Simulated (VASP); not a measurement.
Crystal: BiTe.

```xyz
2
Lattice="2.4227 1.3988 3.3173 -2.4227 1.3988 3.3173 0.0000 -2.7975 3.3173" Properties=species:S:1:pos:R:3 pbc="T T T"
Bi    0.0000    0.0000    4.9759
Te    0.0000    0.0000    0.0000
```

Base run:

```yaml
Program: VASP 6.6.1
Functional: PBEsol
Potentials_or_basis: VASP PAW PBE potentials, release 64 (Bi_d, Te)
Cutoff: 520 eV
k_mesh: 5 × 5 × 5
Occupations: fermi-dirac, width 0.05 eV
Spin: non-collinear spin, zero start, spin-orbit coupling
Starting_moments: "[[0.0, 0.0, 0.0], [0.0, 0.0, 0.0]] μB"
```

Its results: pressure -1.4 GPa; net moment 0.00 μB per cell.

Q: The run is repeated on the same cell with these changes: functional from PBEsol to HSE06; k mesh from 5 × 5 × 5 to 3 × 3 × 3. What comes out?

A: Pressure -1.0 GPa; net moment 0.00 μB per cell.

Several settings changed at once.

Caveats: some runs use coarse meshes; the PAW data sets were made with another functional, which shifts forces and pressure a little.
